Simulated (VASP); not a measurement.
# Au (C2/m) in VASP: relaxation of cell and atoms with PBE

Aim: the relaxation of cell and atoms of Au with PBE.

Everything below comes from runs of VASP 6.6.1. Logs are shortened: lines on timing, memory, paths and dates and some standing lists are left out, and cuts for length are marked.

## (1) The cell of the first run

The structure is monoclinic, space group C2/m (No. 12). Conventional cell: a = 4.791 Å, b = 3.031 Å, c = 3.033 Å, α = 90.00°, β = 124.73°, γ = 90.00°. Au (site symmetry 2/m) has 12 Au at 2.83 to 3.03 Å within 3.7 Å.

## (2) Relaxation of cell and atoms, PBE

The input, INCAR:

```
SYSTEM = Au
PREC = Accurate ; ENCUT = 600
EDIFF = 1E-6 ; ISMEAR = 0
SIGMA = 0.1 ; LREAL = .False.
LASPH = .True. ; NELM = 80
ALGO = Fast ; ISIF = 3
LWAVE = .False. ; LCHARG = .False.
GGA = PE ; IBRION = 2
NSW = 100 ; EDIFFG = -0.01
```

The input, KPOINTS:

```
Automatic mesh
0
Gamma
  22 22 22
  0 0 0
```

The input, POSCAR:

```
Au
1.0
    2.3954983330     -1.5152879954      0.0000000000
    2.3954983330      1.5152879954      0.0000000000
   -1.7283599327      0.0000000000      2.4928387175
Au
1
Direct
    0.0000000000      0.0000000000      0.0000000000
```

Potentials or basis: VASP PAW PBE potentials, release 64 (Au).

The run is started by

```
cat potpaw_PBE.64/Au/POTCAR > POTCAR
mpirun -np 1 vasp_std > vasp.out
```

OUTCAR:

```text
SYSTEM = Au
   PREC = Accurate
   ENCUT = 600
   EDIFF = 1E-6
   ISMEAR = 0
   LREAL = .False.
   LASPH = .True.
   NELM = 80
   ISIF = 3
   GGA = PE
   IBRION = 2
   NSW = 100
   EDIFFG = -0.01

 ion  position               nearest neighbor table
   1  0.000  0.000  0.000-

  LATTYP: Found a base centered monoclinic cell.
 ALAT       =     4.7909966660
 B/A-ratio  =     0.6325564808
 C/A-ratio  =     0.6331444550
 COS(beta)  =    -0.5697777862

  Lattice vectors:

 A1 = (   2.3954983330,  -1.5152879954,   0.0000000000)
 A2 = (   2.3954983330,   1.5152879954,   0.0000000000)
 A3 = (  -1.7283599327,   0.0000000000,   2.4928387175)

Analysis of symmetry for initial positions (statically):
=====================================================================
 Subroutine PRICEL returns:
 Original cell was already a primitive cell.

 Routine SETGRP: Setting up the symmetry group for a
 base centered monoclinic supercell.

 Subroutine GETGRP returns: Found  4 space group operations
 (whereof  4 operations were pure point group operations)
 out of a pool of  4 trial point group operations.

The static configuration has the point symmetry C_2h.

Analysis of symmetry for dynamics (positions and initial velocities):
=====================================================================
 Subroutine PRICEL returns:
 Original cell was already a primitive cell.

 Routine SETGRP: Setting up the symmetry group for a
 base centered monoclinic supercell.

 Subroutine GETGRP returns: Found  4 space group operations
 (whereof  4 operations were pure point group operations)
 out of a pool of  4 trial point group operations.

The dynamic configuration has the point symmetry C_2h.

 Subroutine INISYM returns: Found  4 space group operations
 (whereof  4 operations are pure point group operations),
 and found     1 'primitive' translations

----------------------------------------------------------------------------------------

                                     Primitive cell

  volume of cell :      18.0974

  direct lattice vectors                    reciprocal lattice vectors
     2.395498333 -1.515287995  0.000000000     0.208724837 -0.329970277  0.144715197
     2.395498333  1.515287995  0.000000000     0.208724837  0.329970277  0.144715197
    -1.728359933  0.000000000  2.492838718     0.000000000  0.000000000  0.401149097
[... 111 lines left out ...]
   LEPSILON=     F    determine dielectric tensor
   LRPA    =     F    only Hartree local field effects (RPA)
 conjugate gradient relaxation of ions
 non-spin polarized calculation
 RMM-DIIS sequential band-by-band and
 Gauss-broadening in eV      SIGMA  =   0.10
  energy-cutoff  :      600.00
  volume of cell :       18.10
 maximum number of plane-waves:       623
   NGX = 11   NGY = 11   NGZ = 13

--------------------------------------- Ionic step        1  -------------------------------------------

 number of electron      11.0000002 magnetization

 Free energy of the ion-electron system (eV)
  ---------------------------------------------------
  ext. energy  EPLUGINS =         0.00000000
  ---------------------------------------------------
  free energy    TOTEN  =        -3.20546119 eV

  energy without entropy =       -3.20425419  energy(sigma->0) =       -3.20485769

------------------------ aborting loop because EDIFF is reached ----------------------------------------

  FORCE on cell =-STRESS in cart. coord.  units (eV):
  Direction    XX          YY          ZZ          XY          YZ          ZX
  --------------------------------------------------------------------------------------
  -------------------------------------------------------------------------------------
  Total        0.3293654     -0.0417072     -0.3362995      0.0000000      0.0000000     -0.0073561
  in kB       29.1590471     -3.6923838    -29.7729328      0.0000000      0.0000000     -0.6512409
  external PRESSURE =      -1.4354232 kB  Pullay stress =       0.0000000 kB
[... 86 lines left out ...]
  FREE ENERGIE OF THE ION-ELECTRON SYSTEM (eV)
  ---------------------------------------------------
  free  energy   TOTEN  =        -3.2177006291 eV

  energy  without entropy=       -3.2161788979  energy(sigma->0) =       -3.21693976

[... ionic steps 4 to 13 ...]

--------------------------------------- Ionic step       14  -------------------------------------------

 number of electron      11.0000001 magnetization

------------------------ aborting loop because EDIFF is reached ----------------------------------------
[... 65 lines left out ...]
--------------------------------------- Ionic step       16  -------------------------------------------

 number of electron      11.0000002 magnetization

 Free energy of the ion-electron system (eV)
  ---------------------------------------------------
  ext. energy  EPLUGINS =         0.00000000
  ---------------------------------------------------
  free energy    TOTEN  =        -3.22188288 eV

  energy without entropy =       -3.22065787  energy(sigma->0) =       -3.22127038

 E-fermi :   8.6100     XC(G=0): -12.4052

 val. band max:        8.5712647971   @ k =   0.2273   0.0909   0.5000
 cond. band min:       8.6486903229   @ k =  -0.3636   0.1364   0.2273
 fundamental gap:      0.0774255259
 Fermi energy:         8.6100467704

 k-point     1 :       0.0000    0.0000    0.0000
  band No.  band energies     occupation
      1      -0.6883      2.00000
      2       4.2036      2.00000
      3       4.2065      2.00000
      4       4.2117      2.00000
      5       5.5874      2.00000
      6       5.5883      2.00000
      7      23.2074      0.00000
      8      26.8910      0.00000
      9      26.9060      0.00000
[... 265 lines left out ...]
 k-point    24 :      -0.4545    0.0455    0.0000
  band No.  band energies     occupation
      1       1.8278      2.00000
      2       4.1513      2.00000
      3       4.2211      2.00000
      4       6.3702      2.00000
      5       6.6252      2.00000
      6       8.0261      2.00000
      7      11.7281      0.00000
      8      22.7253      0.00000
      9      24.9678      0.00000

 [... further k-points ...]

------------------------ aborting loop because EDIFF is reached ----------------------------------------

  FORCE on cell =-STRESS in cart. coord.  units (eV):
  Direction    XX          YY          ZZ          XY          YZ          ZX
  --------------------------------------------------------------------------------------
  -------------------------------------------------------------------------------------
  Total       -0.0014860      0.0000388      0.0057752      0.0000000      0.0000000     -0.0034603
  in kB       -0.1325887      0.0034598      0.5153076      0.0000000      0.0000000     -0.3087527
  external PRESSURE =       0.1287262 kB  Pullay stress =       0.0000000 kB
[... 16 lines left out ...]
  FREE ENERGIE OF THE ION-ELECTRON SYSTEM (eV)
  ---------------------------------------------------
  free  energy   TOTEN  =        -3.2218828795 eV

  energy  without entropy=       -3.2206578742  energy(sigma->0) =       -3.22127038

 reached required accuracy - stopping structural energy minimisation
```

OSZICAR:

```text
N       E                     dE             d eps       ncg     rms          rms(c)
DAV:   1     0.495172325561E+02    0.49517E+02   -0.62903E+03 52784   0.122E+03
DAV:   2    -0.299613543018E+01   -0.52513E+02   -0.49550E+02 52004   0.213E+02
DAV:   3    -0.346888592475E+01   -0.47275E+00   -0.47212E+00 59049   0.215E+01
DAV:   4    -0.347025615633E+01   -0.13702E-02   -0.13702E-02 56109   0.121E+00
[... 116 lines left out ...]
DAV:   1    -0.322251966168E+01   -0.69513E-03   -0.37169E-02 52585   0.184E+00    0.123E-01
RMM:   2    -0.322206097625E+01    0.45869E-03   -0.19105E-04 50328   0.141E-01    0.625E-02
RMM:   3    -0.322188142235E+01    0.17955E-03   -0.20524E-04 50328   0.140E-01    0.134E-02
RMM:   4    -0.322188269889E+01   -0.12765E-05   -0.87198E-06 50190   0.375E-02    0.617E-03
RMM:   5    -0.322188287947E+01   -0.18057E-06   -0.78596E-07 32681   0.985E-03
  16 F= -.32218829E+01 E0= -.32212704E+01  d E =-.137523E-03
```

CONTCAR:

```text
Au
   1.00000000000000
     2.5442791594036072   -1.4702918268778760    0.0744872478000836
     2.5442791594036072    1.4702918268778760    0.0744872478000836
    -1.7651774420236290    0.0000000000000000    2.3483249224034428
  Au
     1
Direct
     1.0000000000000000    0.0000000000000000    0.0000000000000000

  0.00000000E+00  0.00000000E+00  0.00000000E+00
```

Run time: 56 min. Hardware: 1 thread of Oxide Virtual Turin-like, shared host; peak memory 0.73 GiB.

What came out:

```yaml
Free_energy: -3.2219 eV
Relaxed_volume: 17.96 Å³/atom
Relaxed_cell: a = 2.940 Å, b = 2.940 Å, c = 2.938 Å, α = 119.99°, β = 119.99°, γ = 60.02°
Space_group_after_relaxing_to_0.1_Å: Fm-3m (No. 225)
Energy_gained_by_relaxing: 16.4 meV/atom
Ionic_steps: 16
Pressure_after_relaxing: 0.0 GPa
Band_gap_on_the_k_mesh: zero (an odd number of electrons rules out a gap without spin polarisation)
```

Step by step:
```
step  energy change (eV)  largest force (eV/Å)  pressure (GPa)  volume (Å³)
   1              0.0000                0.0000           -0.14        18.10
   2             -0.0081                0.0000           -0.42        18.05
   3             -0.0122                0.0000           -0.13        17.99
   4             -0.0067                0.0000            1.41        17.83
   5             -0.0127                0.0000            0.12        17.96
   6             -0.0127                0.0000            0.13        17.95
   7             -0.0136                0.0000           -0.23        18.00
   8             -0.0150                0.0000           -1.26        18.13
   9             -0.0153                0.0000           -1.06        18.11
  10             -0.0159                0.0000           -0.69        18.05
  11             -0.0162                0.0000            0.27        17.93
  12             -0.0163                0.0000           -0.12        17.96
  13             -0.0163                0.0000            0.00        17.96
  14             -0.0163                0.0000            0.02        17.96
  15             -0.0164                0.0000            0.02        17.96
  16             -0.0164                0.0000            0.01        17.96
```

Final structure:
```
CELL_PARAMETERS angstrom
2.54428 -1.47029 0.07449
2.54428 1.47029 0.07449
-1.76518 0.00000 2.34832
ATOMIC_POSITIONS crystal
Au 0.00000 0.00000 0.00000
```

Caveat: spin-orbit coupling is left out, which moves the levels of the heavy elements.

The gap in the log of VASP goes by the Fermi energy; the results here count the filled bands.